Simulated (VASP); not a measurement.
K, 1 atom in the cell. Symmetry: R-3m, No. 166, trigonal system. The conventional cell has a = 7.817 Å, b = 7.817 Å, c = 4.069 Å, α = 90.00°, β = 90.00°, γ = 120.00°. K (site symmetry -3m) has 14 K at 4.07 to 5.27 Å within 5.3 Å.  This cell differs from its parent crystal: ratio of the length along [111] to the lengths across it x 0.85, volume and fractional coordinates fixed.

| Quantity | Value |
| --- | --- |
| Program | VASP 6.6.1 |
| Task | single point |
| Functional | PBE |
| Potentials or basis | VASP PAW PBE potentials, release 64 (K_sv) |
| Cutoff | 520 eV |
| k mesh | 14 × 14 × 14 |
| Occupations | gaussian, width 0.15 eV |
| Spin | no spin polarisation |
| Dipole correction | no |
| Further INCAR settings | ALGO = Fast; EDIFF = 1e-06; NBANDS = 10 |

Potentials or basis: VASP PAW PBE potentials, release 64 (K_sv).

The run is started by

```sh
$ cat potpaw_PBE.64/K_sv/POTCAR > POTCAR
$ mpirun -np 1 vasp_std > vasp.out
```

Hardware: 1 thread of Intel(R) Xeon(R) Platinum 8175M CPU @ 2.50GHz (Skylake/Cascade Lake), on a shared host.

Task: How long does it take, and how much memory?

Result: Run time: 3.2 min on 1 thread of Intel(R) Xeon(R) Platinum 8175M CPU @ 2.50GHz (Skylake/Cascade Lake) (shared host), peak memory 0.34 GiB. Counts: scf iterations 11, k points 288.
